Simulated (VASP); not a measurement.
# Ti (Fm-3m) in VASP: further runs

Aim: see how the results for Ti move with the level of theory and the settings. Levels: revPBE, BLYP+D3(BJ). Tasks: relaxation of cell and atoms, single point.

All numbers are computed with VASP 6.6.1; they aren't measurements. Logs are shortened: lines on timing, memory, paths and dates and some standing lists are left out, and cuts for length are marked.

## (1) The cell of the first run

The structure is cubic, space group Fm-3m (No. 225). Conventional cell: a = 4.060 Å, b = 4.060 Å, c = 4.060 Å, α = 90.00°, β = 90.00°, γ = 90.00°. Within 3.8 Å of Ti (site symmetry m-3m) lie 12 Ti at 2.87 Å.

This isn't the form of Ti at room conditions, which is hcp.

## (2) Relaxation of cell and atoms, revPBE

INCAR reads:

```
SYSTEM = Ti
PREC = Accurate
ENCUT = 600
EDIFF = 1E-7
ISMEAR = -1
SIGMA = 0.05
LREAL = .False.
LASPH = .True.
NELM = 100
ALGO = Fast
ISIF = 3
LWAVE = .False.
LCHARG = .False.
GGA = RE
IBRION = 2
NSW = 60
EDIFFG = -0.01
```

KPOINTS reads:

```
regular mesh
0
Gamma
  11 11 11
  0 0 0
```

POSCAR reads:

```
Ti
1.0
    0.0000000000      2.0300000000      2.0300000000
    2.0300000000      0.0000000000      2.0300000000
    2.0300000000      2.0300000000      0.0000000000
Ti
1
Direct
    0.0000000000      0.0000000000      0.0000000000
```

Potentials or basis: VASP PAW PBE potentials, release 64 (Ti_sv).

On the command line:

```sh
$ cat potpaw_PBE.64/Ti_sv/POTCAR > POTCAR
$ mpirun -np 1 vasp_std > vasp.out
```

OUTCAR:

```text
SYSTEM = Ti
   PREC = Accurate
   ENCUT = 600
   EDIFF = 1E-7
   ISMEAR = -1
   LREAL = .False.
   LASPH = .True.
   NELM = 100
   ISIF = 3
   GGA = RE
   IBRION = 2
   NSW = 60
   EDIFFG = -0.01

 ion  position               nearest neighbor table
   1  0.000  0.000  0.000-

  LATTYP: Found a face centered cubic cell.
 ALAT       =     4.0600000000

  Lattice vectors:

 A1 = (   0.0000000000,   2.0300000000,   2.0300000000)
 A2 = (   2.0300000000,   0.0000000000,   2.0300000000)
 A3 = (   2.0300000000,   2.0300000000,   0.0000000000)

Analysis of symmetry for initial positions (statically):
=====================================================================
 Subroutine PRICEL returns:
 Original cell was already a primitive cell.

 Routine SETGRP: Setting up the symmetry group for a
 face centered cubic supercell.

 Subroutine GETGRP returns: Found 48 space group operations
 (whereof 48 operations were pure point group operations)
 out of a pool of 48 trial point group operations.

The static configuration has the point symmetry O_h .

Analysis of symmetry for dynamics (positions and initial velocities):
=====================================================================
 Subroutine PRICEL returns:
 Original cell was already a primitive cell.

 Routine SETGRP: Setting up the symmetry group for a
 face centered cubic supercell.

 Subroutine GETGRP returns: Found 48 space group operations
 (whereof 48 operations were pure point group operations)
 out of a pool of 48 trial point group operations.

The dynamic configuration has the point symmetry O_h .

 Subroutine INISYM returns: Found 48 space group operations
 (whereof 48 operations are pure point group operations),
 and found     1 'primitive' translations

----------------------------------------------------------------------------------------

                                     Primitive cell

  volume of cell :      16.7309

  direct lattice vectors                    reciprocal lattice vectors
     0.000000000  2.030000000  2.030000000    -0.246305419  0.246305419  0.246305419
     2.030000000  0.000000000  2.030000000     0.246305419 -0.246305419  0.246305419
     2.030000000  2.030000000  0.000000000     0.246305419  0.246305419 -0.246305419

  length of vectors
     2.870853532  2.870853532  2.870853532     0.426613499  0.426613499  0.426613499

  position of ions in fractional coordinates (direct lattice)
     0.000000000  0.000000000  0.000000000

  ion indices of the primitive-cell ions
   primitive index   ion index
                 1           1

----------------------------------------------------------------------------------------

 KPOINTS: regular mesh

Automatic generation of k-mesh.
 Grid dimensions read from file:
 generate k-points for:   11   11   11

 Generating k-lattice:

  Cartesian coordinates                     Fractional coordinates (reciprocal lattice)
    -0.022391402  0.022391402  0.022391402     0.090909091  0.000000000  0.000000000
     0.022391402 -0.022391402  0.022391402     0.000000000  0.090909091  0.000000000
     0.022391402  0.022391402 -0.022391402     0.000000000  0.000000000  0.090909091

  Length of vectors
     0.038783045  0.038783045  0.038783045

  Shift w.r.t. Gamma in fractional coordinates (k-lattice)
     0.000000000  0.000000000  0.000000000

 Subroutine IBZKPT returns following result:
 ===========================================

 Found     56 irreducible k-points:

 Following reciprocal coordinates:
            Coordinates               Weight
  0.000000  0.000000  0.000000      1.000000
  0.090909  0.000000  0.000000      8.000000
  0.181818  0.000000  0.000000      8.000000
  0.272727  0.000000  0.000000      8.000000
  0.363636  0.000000  0.000000      8.000000
  0.454545  0.000000  0.000000      8.000000
[... 16 lines left out ...]
 -0.272727  0.181818  0.000000     24.000000
 -0.181818  0.181818  0.000000     12.000000
 [... further k-points ...]
   k-points           NKPTS =     56   k-points in BZ     NKDIM =     56   number of bands    NBANDS=     10
   number of dos      NEDOS =    301   number of ions     NIONS =      1
   total plane-waves  NPLWV =  13824
   dimension x,y,z NGX =    24 NGY =   24 NGZ =   24
   dimension x,y,z NGXF=    48 NGYF=   48 NGZF=   48
   ions per type =               1
   NGX,Y,Z   is equivalent  to a cutoff of  13.90, 13.90, 13.90 a.u.
   NGXF,Y,Z  is equivalent  to a cutoff of  27.80, 27.80, 27.80 a.u.
 SYSTEM =  Ti
   PREC   = accura    normal or accurate (medium, high low for compatibility)
   ISTART =      0    job   : 0-new  1-cont  2-samecut
   ICHARG =      2    charge: 1-file 2-atom 10-const
   ISPIN  =      1    spin polarized calculation?
   LNONCOLLINEAR =      F non collinear calculations
   LSORBIT =      F    spin-orbit coupling
   LASPH  =      T    aspherical Exc in radial PAW
   ENCUT  =  600.0 eV  44.10 Ry    6.64 a.u.   5.73  5.73  5.73*2*pi/ulx,y,z
   NELM   =    100;   NELMIN=  2; NELMDL= -5     # of ELM steps
   EDIFF  = 0.1E-06   stopping-criterion for ELM
   LREAL  =      F    real-space projection
   EDIFFG = -.1E-01   stopping-criterion for IOM
   NSW    =     60    number of steps for IOM
   IBRION =      2    ionic relax: 0-MD 1-quasi-New 2-CG
   NFREE  =      1    steps in history (QN), initial steepest desc. (CG)
   ISIF   =      3    stress and relaxation
   ISYM   =      2    0-nonsym 1-usesym 2-fastsym
   POTIM  = 0.5000    time-step for ionic-motion
   TEBEG  =    0.0;   TEEND  =   0.0 temperature during run
   PSTRESS=    0.0 pullay stress
   NELECT =      12.0000    total number of electrons
   NUPDOWN=      -1.0000    fix difference up-down
   EMIN   =  10.00;   EMAX   =-10.00  energy-range for DOS
   EFERMI =   0.00;   METHOD = LEGACY
   ISMEAR =    -1;   SIGMA  =   0.05  broadening in eV -4-tet -1-fermi 0-gaus
   EFERMI_NEDOS =   21; number of points for ismear=-14 and -15
   IALGO  =     68    algorithm
   IMIX   =      4    mixing-type and parameters
     AMIX     =   0.40;   BMIX     =  1.00
     AMIX_MAG =   1.60;   BMIX_MAG =  1.00
  volume/ion in A,a.u.               =      16.73       112.91
  Fermi-wavevector in a.u.,A,eV,Ry     =   1.465421  2.769245 29.217967  2.147460
  Thomas-Fermi vector in A             =   2.581280
   LORBIT       =      0    0 simple, 1 ext, 2 COOP (PROOUT), +10 PAW based schemes
   GGA     = RE    functional components
   LHFCALC =     F    Hartree Fock is set to
   AEXX    =    0.0000 exact exchange contribution
   IVDW    =     0    specifies the selected vdW correction
   LEPSILON=     F    determine dielectric tensor
   LRPA    =     F    only Hartree local field effects (RPA)
 conjugate gradient relaxation of ions
 non-spin polarized calculation
 RMM-DIIS sequential band-by-band and
  energy-cutoff  :      600.00
  volume of cell :       16.73
 maximum number of plane-waves:       568
   NGX = 11   NGY = 11   NGZ = 11

--------------------------------------- Ionic step        1  -------------------------------------------

 number of electron      12.0000002 magnetization

 Free energy of the ion-electron system (eV)
  ---------------------------------------------------
  ext. energy  EPLUGINS =         0.00000000
  ---------------------------------------------------
  free energy    TOTEN  =        -7.45008442 eV

  energy without entropy =       -7.43860823  energy(sigma->0) =       -7.44434632

------------------------ aborting loop because EDIFF is reached ----------------------------------------

  FORCE on cell =-STRESS in cart. coord.  units (eV):
  Direction    XX          YY          ZZ          XY          YZ          ZX
  --------------------------------------------------------------------------------------
  -------------------------------------------------------------------------------------
  Total        0.6573361      0.6573361      0.6573361      0.0000000      0.0000000     -0.0000000
  in kB       62.9477137     62.9477137     62.9477137      0.0000000      0.0000000     -0.0000000
  external PRESSURE =      62.9477137 kB  Pullay stress =       0.0000000 kB
[... 55 lines left out ...]
  energy  without entropy=       -7.4466699559  energy(sigma->0) =       -7.45388264

--------------------------------------- Ionic step        3  -------------------------------------------

 number of electron      11.9999999 magnetization

 Free energy of the ion-electron system (eV)
  ---------------------------------------------------
  ext. energy  EPLUGINS =         0.00000000
  ---------------------------------------------------
  free energy    TOTEN  =        -7.46856616 eV

  energy without entropy =       -7.45506460  energy(sigma->0) =       -7.46181538

 E-fermi :   8.0925     XC(G=0): -11.3273

 val. band max:        8.0767680377   @ k =  -0.3636   0.0909   0.0000
 cond. band min:       8.0970302590   @ k =   0.4545   0.0909   0.0000
 fundamental gap:      0.0202622213
 Fermi energy:         8.0924652925

 k-point     1 :       0.0000    0.0000    0.0000
  band No.  band energies     occupation
      1     -48.7429      2.00000
      2     -24.5760      2.00000
      3     -24.5760      2.00000
      4     -24.5760      2.00000
      5       2.0353      2.00000
      6       8.9711      0.00000
      7       8.9711      0.00000
      8       8.9711      0.00000
      9      10.5661      0.00000
     10      10.5661      0.00000
[... 287 lines left out ...]
 k-point    24 :      -0.1818    0.1818    0.0000
  band No.  band energies     occupation
      1     -48.6692      2.00000
      2     -24.9200      2.00000
      3     -24.7178      2.00000
      4     -24.6162      2.00000
      5       4.4672      2.00000
      6       7.9334      1.92026
      7       8.8977      0.00000
      8       9.8289      0.00000
      9       9.8298      0.00000
     10      11.4765      0.00000

 [... further k-points ...]

------------------------ aborting loop because EDIFF is reached ----------------------------------------

  FORCE on cell =-STRESS in cart. coord.  units (eV):
  Direction    XX          YY          ZZ          XY          YZ          ZX
  --------------------------------------------------------------------------------------
  -------------------------------------------------------------------------------------
  Total       -0.0030367     -0.0030367     -0.0030367      0.0000000     -0.0000000      0.0000000
  in kB       -0.2747085     -0.2747085     -0.2747085      0.0000000     -0.0000000      0.0000000
  external PRESSURE =      -0.2747085 kB  Pullay stress =       0.0000000 kB
[... 16 lines left out ...]
  FREE ENERGIE OF THE ION-ELECTRON SYSTEM (eV)
  ---------------------------------------------------
  free  energy   TOTEN  =        -7.4685661609 eV

  energy  without entropy=       -7.4550646001  energy(sigma->0) =       -7.46181538

 reached required accuracy - stopping structural energy minimisation
```

Run time: 68 s. Hardware: 1 thread of Intel Xeon 6975P-C (Granite Rapids), shared host; peak memory 0.15 GiB.

Results:

```yaml
Free_energy: -7.4686 eV
Relaxed_volume: 17.71 Å³/atom
Relaxed_cell: a = 2.926 Å, b = 2.926 Å, c = 2.926 Å, α = 60.00°, β = 60.00°, γ = 60.00°
Space_group_after_relaxing_to_0.1_Å: Fm-3m (No. 225)
Energy_gained_by_relaxing: 18.5 meV/atom
Ionic_steps: 3
Pressure_after_relaxing: 0.0 GPa
Band_gap_on_the_k_mesh: zero (bands 6 and 7 overlap by 1.14 eV)
```

Step by step:
```
step  energy change (eV)  largest force (eV/Å)  pressure (GPa)  volume (Å³)
   1              0.0000                0.0000            6.29        16.73
   2             -0.0110                0.0000           -3.49        18.37
   3             -0.0185                0.0000           -0.03        17.71
```

Final structure:
```
Ti
1.0
     0.00000    2.06889    2.06889
     2.06889    0.00000    2.06889
     2.06889    2.06889    0.00000
Ti
1
Direct
  0.00000 0.00000 0.00000
```

Caveat: the PAW data sets were made with another functional, which shifts forces and pressure a little. revPBE gives volumes clearly too large for solids.

## (3) Single point, BLYP+D3(BJ)

This run uses another cell than the first one, of 15.52 Å³/atom.

INCAR reads:

```
PREC = Accurate
ENCUT = 520
EDIFF = 1E-6
ISMEAR = -1
SIGMA = 0.05
LREAL = F
LASPH = T
NELM = 100
ALGO = Normal
ISIF = 2
LWAVE = F
LCHARG = T
GGA = B5
ALDAX = 1.0
AGGAX = 1.0
AGGAC = 1.0
ALDAC = 0.0
IVDW = 12
VDW_S6 = 1.0
VDW_S8 = 2.6996
VDW_A1 = 0.4298
VDW_A2 = 4.2359
LELF = T
LVHAR = T
NBANDS = 12
```

KPOINTS reads:

```
Automatic mesh
0
Gamma
  11 11 11
```

POSCAR reads:

```
Ti
1.0
    0.0000000000      1.9798211905      1.9798211905
    1.9798211905      0.0000000000      1.9798211905
    1.9798211905      1.9798211905      0.0000000000
Ti
1
Direct
    0.0000000000      0.0000000000      0.0000000000
```

Potentials or basis: VASP PAW PBE potentials, release 64 (Ti_sv).

On the command line:

```sh
$ cat potpaw_PBE.64/Ti_sv/POTCAR > POTCAR
$ mpirun -np 1 vasp_std > vasp.out
```

Wall time 17 s (1 thread of Intel Xeon 8259CL, shared host); peak memory 0.15 GiB.

It converged, with:

| Property | Result |
| --- | --- |
| Free energy | -8.2183 eV |
| Pressure | -0.2 GPa |
| Band gap on the k mesh | zero (bands 6 and 7 overlap by 1.18 eV) |
| Dispersion energy per atom | -1.602 eV |

Levels at points of the mesh, in eV from the Fermi level:
| k point | band 2 | band 3 | band 4 | band 5 | band 6 | band 7 | band 8 | band 9 | band 10 | band 11 |
| --- | --- | --- | --- | --- | --- | --- | --- | --- | --- | --- |
| (0.00, 0.00, 0.00) | -32.18 | -32.18 | -32.18 | -6.11 | 0.87 | 0.87 | 0.87 | 2.76 | 2.76 | 16.03 |

Caveat: the PAW data sets were made with another functional, which shifts forces and pressure a little.
